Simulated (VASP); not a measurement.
# Mn (P6_3/mmc) in VASP: a series of runs

The runs below take Mn through single point, relaxation of cell and atoms, with PBE.

Everything below comes from runs of VASP 6.6.1. Logs are shortened: lines on timing, memory, paths and dates and some standing lists are left out, and cuts for length are marked.

### Step 1. The cell of the first run

Symmetry: P6_3/mmc, No. 194, hexagonal system. The conventional cell has a = 2.481 Å, b = 2.481 Å, c = 4.014 Å, α = 90.00°, β = 90.00°, γ = 120.00°. Mn (site symmetry -6m2) has 12 Mn at 2.47 to 2.48 Å within 3.3 Å.

This isn't the form of Mn at room conditions, which is a 58-atom cubic cell.

### Step 2. Single point, PBE, collinear spin, ferromagnetic start

The input, INCAR:

```
SYSTEM = Mn
PREC = Accurate ; ENCUT = 520
EDIFF = 1E-6 ; ISMEAR = 0
SIGMA = 0.05 ; LREAL = .False.
LASPH = .True. ; NELM = 150
ALGO = Normal ; ISIF = 2
LWAVE = .False. ; LCHARG = .False.
ISPIN = 2 ; MAGMOM = 0.5 0.5
LORBIT = 11 ; LMAXMIX = 4
GGA = PE ; NBANDS = 24
```

The input, KPOINTS:

```
regular mesh
0
Gamma
  20 20 10
  0 0 0
```

The input, POSCAR:

```
Mn
1.0
    2.4814288107      0.0000000000      0.0000000000
   -1.2407144054      2.1489803878      0.0000000000
    0.0000000000      0.0000000000      4.0135258042
Mn
2
Direct
    0.3333333333      0.6666666667      0.7500000000
    0.6666666667      0.3333333333      0.2500000000
```

Potentials or basis: VASP PAW PBE potentials, release 64 (Mn_pv).

On the command line:

```
cat potpaw_PBE.64/Mn_pv/POTCAR > POTCAR
mpirun -np 1 vasp_std > vasp.out
```

OUTCAR:

```text
SYSTEM = Mn
   PREC = Accurate
   ENCUT = 520
   EDIFF = 1E-6
   ISMEAR = 0
   LREAL = .False.
   LASPH = .True.
   NELM = 150
   ISIF = 2
   ISPIN = 2
   LORBIT = 11
   GGA = PE

 ion  position               nearest neighbor table
   1  0.333  0.667  0.750-   2 2.47   2 2.47   2 2.47   2 2.47   2 2.47   2 2.47
   2  0.667  0.333  0.250-   1 2.47   1 2.47   1 2.47   1 2.47   1 2.47   1 2.47

  LATTYP: Found a hexagonal cell.
 ALAT       =     2.4814288107
 C/A-ratio  =     1.6174253264

  Lattice vectors:

 A1 = (   2.4814288107,   0.0000000000,   0.0000000000)
 A2 = (  -1.2407144054,   2.1489803878,   0.0000000000)
 A3 = (   0.0000000000,   0.0000000000,   4.0135258042)

Analysis of symmetry for initial positions (statically):
=====================================================================
 Subroutine PRICEL returns:
 Original cell was already a primitive cell.

 Routine SETGRP: Setting up the symmetry group for a
 hexagonal supercell.

 Subroutine GETGRP returns: Found 24 space group operations
 (whereof 12 operations were pure point group operations)
 out of a pool of 24 trial point group operations.

The static configuration has the point symmetry D_3d.
 The point group associated with its full space group is D_6h.

Analysis of symmetry for dynamics (positions and initial velocities):
=====================================================================
 Subroutine PRICEL returns:
 Original cell was already a primitive cell.

 Routine SETGRP: Setting up the symmetry group for a
 hexagonal supercell.

 Subroutine GETGRP returns: Found 24 space group operations
 (whereof 12 operations were pure point group operations)
 out of a pool of 24 trial point group operations.

The dynamic configuration has the point symmetry D_3d.
 The point group associated with its full space group is D_6h.

Analysis of structural, dynamic, and magnetic symmetry:
=====================================================================
 Subroutine PRICEL returns:
 Original cell was already a primitive cell.

 Routine SETGRP: Setting up the symmetry group for a
 hexagonal supercell.

 Subroutine GETGRP returns: Found 24 space group operations
 (whereof 12 operations were pure point group operations)
 out of a pool of 24 trial point group operations.

The overall configuration has the point symmetry D_3d.
 The point group associated with its full space group is D_6h.

 Subroutine INISYM returns: Found 24 space group operations
 (whereof 12 operations are pure point group operations),
 and found     1 'primitive' translations
[... 117 lines left out ...]
  Fermi-wavevector in a.u.,A,eV,Ry     =   1.746811  3.300994 41.516103  3.051348
  Thomas-Fermi vector in A             =   2.818232
   LORBIT       =     11    0 simple, 1 ext, 2 COOP (PROOUT), +10 PAW based schemes
   GGA     = PE    functional components
   LHFCALC =     F    Hartree Fock is set to
   AEXX    =    0.0000 exact exchange contribution
   IVDW    =     0    specifies the selected vdW correction
   LEPSILON=     F    determine dielectric tensor
   LRPA    =     F    only Hartree local field effects (RPA)
 spin polarized calculation
 Gauss-broadening in eV      SIGMA  =   0.05
  energy-cutoff  :      520.00
  volume of cell :       21.40
 maximum number of plane-waves:       589
   NGX =  9   NGY =  9   NGZ = 15

 number of electron      26.0000027 magnetization      -0.0016770

 number of electron      26.0000027 magnetization       0.0001131

 Free energy of the ion-electron system (eV)
  ---------------------------------------------------
  ext. energy  EPLUGINS =         0.00000000
  ---------------------------------------------------
  free energy    TOTEN  =       -17.89053499 eV

  energy without entropy =      -17.88696751  energy(sigma->0) =      -17.88875125

 E-fermi :  10.4306     XC(G=0): -14.0440

 val. band max:       10.4254027241   @ k =   0.1500   0.0000   0.1000
 cond. band min:      10.4329957211   @ k =   0.0500   0.0000   0.0000
 fundamental gap:      0.0075929970
 Fermi energy:        10.4305880419

 spin component 1

 k-point     1 :       0.0000    0.0000    0.0000
  band No.  band energies     occupation
      1     -37.8491      1.00000
      2     -37.1757      1.00000
      3     -37.1757      1.00000
      4     -37.0695      1.00000
      5     -37.0695      1.00000
      6     -37.0629      1.00000
[... 637 lines left out ...]
     23      31.9525      0.00000
     24      32.7697      0.00000

 [... further k-points ...]

 spin component 2

 k-point     1 :       0.0000    0.0000    0.0000
  band No.  band energies     occupation
      1     -37.8491      1.00000
      2     -37.1757      1.00000
      3     -37.1757      1.00000
      4     -37.0695      1.00000
      5     -37.0695      1.00000
      6     -37.0628      1.00000
[... 637 lines left out ...]
     23      31.9526      0.00000
     24      32.7698      0.00000

 [... further k-points ...]

------------------------ aborting loop because EDIFF is reached ----------------------------------------

  FORCE on cell =-STRESS in cart. coord.  units (eV):
  Direction    XX          YY          ZZ          XY          YZ          ZX
  --------------------------------------------------------------------------------------
  -------------------------------------------------------------------------------------
  Total       -0.0107830     -0.0107830     -0.0323739      0.0000000      0.0000000      0.0000000
  in kB       -0.8072134     -0.8072134     -2.4235144      0.0000000      0.0000000      0.0000000
  external PRESSURE =      -1.3459804 kB  Pullay stress =       0.0000000 kB

 VOLUME and BASIS-vectors are now :
 -----------------------------------------------------------------------------
  energy-cutoff  :      520.00
  volume of cell :       21.40
      direct lattice vectors                 reciprocal lattice vectors
     2.481428811  0.000000000  0.000000000     0.402993628  0.232668480  0.000000000
    -1.240714405  2.148980388  0.000000000     0.000000000  0.465336960  0.000000000
     0.000000000  0.000000000  4.013525804     0.000000000  0.000000000  0.249157486

 POSITION                                       TOTAL-FORCE (eV/Angst)
 -----------------------------------------------------------------------------------
     -0.00000      1.43265      3.01014        -0.000000      0.000000      0.000000
      1.24071      0.71633      1.00338         0.000000      0.000000      0.000000
 -----------------------------------------------------------------------------------
    total drift:                               -0.000000      0.000000     -0.000000

  FREE ENERGIE OF THE ION-ELECTRON SYSTEM (eV)
  ---------------------------------------------------
  free  energy   TOTEN  =       -17.8905349877 eV

  energy  without entropy=      -17.8869675065  energy(sigma->0) =      -17.88875125

 total charge

# of ion       s       p       d       tot
------------------------------------------
    1        0.428   6.401   5.165  11.994
    2        0.428   6.401   5.165  11.994
--------------------------------------------------
tot          0.856  12.803  10.329  23.989

 magnetization (x)

# of ion       s       p       d       tot
------------------------------------------
    1        0.000   0.000   0.000   0.000
    2        0.000   0.000   0.000   0.000
--------------------------------------------------
tot          0.000   0.000   0.000   0.000
```

OSZICAR:

```text
N       E                     dE             d eps       ncg     rms          rms(c)
DAV:   1     0.245476271835E+03    0.24548E+03   -0.14600E+04 25896   0.150E+03
DAV:   2    -0.114054351069E+02   -0.25688E+03   -0.24529E+03 25832   0.401E+02
DAV:   3    -0.211521888018E+02   -0.97468E+01   -0.97024E+01 28176   0.885E+01
DAV:   4    -0.212295251333E+02   -0.77336E-01   -0.77331E-01 28096   0.778E+00
DAV:   5    -0.212306612757E+02   -0.11361E-02   -0.11361E-02 28528   0.952E-01    0.190E+01
DAV:   6    -0.180309447720E+02    0.31997E+01   -0.96929E+00 26104   0.441E+01    0.311E+00
DAV:   7    -0.179114984863E+02    0.11945E+00   -0.43425E-01 27152   0.879E+00    0.117E+00
DAV:   8    -0.178967418330E+02    0.14757E-01   -0.57822E-03 28872   0.777E-01    0.639E-01
DAV:   9    -0.178904926421E+02    0.62492E-02   -0.20739E-03 26608   0.451E-01    0.193E-01
DAV:  10    -0.178905442394E+02   -0.51597E-04   -0.35644E-04 27744   0.210E-01    0.256E-02
DAV:  11    -0.178905416778E+02    0.25616E-05   -0.76998E-06 27808   0.305E-02    0.165E-02
DAV:  12    -0.178905354387E+02    0.62392E-05   -0.13539E-06 22072   0.125E-02    0.414E-03
DAV:  13    -0.178905349877E+02    0.45100E-06   -0.17948E-07 13384   0.535E-03
   1 F= -.17890535E+02 E0= -.17888751E+02  d E =-.356748E-02  mag=     0.0000
```

Wall time 1.9 min (1 thread of AMD EPYC 9R45 (Zen 5), shared host); peak memory 0.25 GiB.

What came out:

- Free energy: -17.8905 eV
- Pressure: -0.1 GPa
- Band gap on the k mesh: zero (filled and empty bands overlap)
- Net moment: 0.00 μB per cell
- Valence electrons inside the program's atomic spheres: Mn 11.99

Levels at points of the mesh, in eV from the Fermi level:
Spin up:
| k point | band 10 | band 11 | band 12 | band 13 | band 14 | band 15 | band 16 | band 17 |
| --- | --- | --- | --- | --- | --- | --- | --- | --- |
| (0.00, 0.00, 0.00) | -0.95 | -0.95 | -0.48 | -0.48 | 0.04 | 0.04 | 0.75 | 1.61 |
| (0.50, 0.00, 0.00) | -1.35 | -1.16 | -0.93 | -0.42 | 1.82 | 1.97 | 2.04 | 3.60 |
| (0.00, 0.00, 0.50) | -1.54 | -1.03 | -1.03 | -1.03 | -1.03 | 1.19 | 1.19 | 1.19 |
| (0.50, 0.00, 0.50) | -2.65 | 0.19 | 0.19 | 0.86 | 0.86 | 1.95 | 1.95 | 3.19 |
Spin down:
```csv
k point,band 9,band 10,band 11,band 12,band 13,band 14,band 15,band 16,band 17,band 18
"(0.00, 0.00, 0.00)",-0.97,-0.95,-0.95,-0.48,-0.48,0.04,0.04,0.75,1.61,1.61
"(0.50, 0.00, 0.00)",-3.70,-1.35,-1.16,-0.93,-0.42,1.82,1.97,2.04,3.60,5.71
"(0.00, 0.00, 0.50)",-1.54,-1.54,-1.03,-1.03,-1.03,-1.03,1.19,1.19,1.19,1.19
"(0.50, 0.00, 0.50)",-2.65,-2.65,0.19,0.19,0.86,0.86,1.95,1.95,3.19,3.19
```

### Step 3. Relaxation of cell and atoms, PBE, collinear spin

The input, INCAR:

```
ALGO = Normal
EDIFF = 1E-7
EDIFFG = -0.01
ENCUT = 500
GGA = PE
GGA_COMPAT = False
IBRION = 2
ISIF = 3
ISMEAR = 0
ISPIN = 2
LASPH = True
LCHARG = False
LMAXMIX = 4
LORBIT = 11
LREAL = False
LWAVE = False
MAGMOM = 0.05 0.05
NELM = 200
NELMIN = 4
NSW = 50
PREC = Accurate
SIGMA = 0.05
```

The input, KPOINTS:

```
k-points
0
Gamma
  20 20 10
```

The input, POSCAR:

```
Mn
1.0
    2.4805466426      0.0000000000      0.0000000000
   -1.2402733213      2.1482164078      0.0000000000
    0.0000000000      0.0000000000      4.0172340134
Mn
2
Direct
    0.3333333333      0.6666666667      0.7500000000
    0.6666666667      0.3333333333      0.2500000000
```

Potentials or basis: VASP PAW PBE potentials, release 64 (Mn_pv).

On the command line:

```
cat potpaw_PBE.64/Mn_pv/POTCAR > POTCAR
mpirun -np 1 vasp_std > vasp.out
```

It took 9.4 min on 1 thread of Oxide Virtual Turin-like, shared host; peak memory 0.21 GiB.

The run converged. Its results:

```
Free energy                                           : -17.8901 eV
Relaxed volume                                        : 10.69 Å³/atom
Relaxed cell                                          : a = 2.481 Å, b = 2.481 Å, c = 4.010 Å, α = 90.00°, β = 90.00°, γ = 120.00°
Space group after relaxing (to 0.1 Å)                 : P6_3/mmc (No. 194)
Energy gained by relaxing                             : 0.0 meV/atom
Ionic steps                                           : 4
Pressure after relaxing                               : 0.0 GPa
Band gap on the k mesh                                : zero (filled and empty bands overlap)
Net moment                                            : 0.00 μB per cell
Valence electrons inside the program's atomic spheres : Mn 12.00
```

Stress tensor (GPa, compression positive):
```
-0.06  0.00  0.00
 0.00 -0.06  0.00
 0.00  0.00  0.09
```

Final structure:
```yaml
crystal:
  lattice:
    - [2.48147, 0.00000, 0.00000]
    - [-1.24074, 2.14902, 0.00000]
    - [0.00000, 0.00000, 4.01033]
  atoms:
    - { symbol: Mn, position: [0.33333, 0.66667, 0.75000] }
    - { symbol: Mn, position: [0.66667, 0.33333, 0.25000] }
```

Levels at points of the mesh, in eV from the Fermi level:
Spin up:
| k point | band 11 | band 12 | band 13 | band 14 | band 15 | band 16 |
| --- | --- | --- | --- | --- | --- | --- |
| (0.00, 0.00, 0.00) | -0.95 | -0.47 | -0.47 | 0.04 | 0.04 | 0.76 |
| (0.50, 0.00, 0.00) | -1.17 | -0.93 | -0.41 | 1.82 | 1.98 | 2.04 |
| (0.00, 0.00, 0.50) | -1.03 | -1.03 | -1.03 | -1.03 | 1.19 | 1.19 |
| (0.50, 0.00, 0.50) | 0.18 | 0.18 | 0.86 | 0.86 | 1.95 | 1.95 |
Spin down:
```csv
k point,band 11,band 12,band 13,band 14,band 15,band 16
"(0.00, 0.00, 0.00)",-0.95,-0.47,-0.47,0.04,0.04,0.76
"(0.50, 0.00, 0.00)",-1.17,-0.93,-0.41,1.82,1.98,2.04
"(0.00, 0.00, 0.50)",-1.03,-1.03,-1.03,-1.03,1.19,1.19
"(0.50, 0.00, 0.50)",0.18,0.18,0.86,0.86,1.95,1.95
```
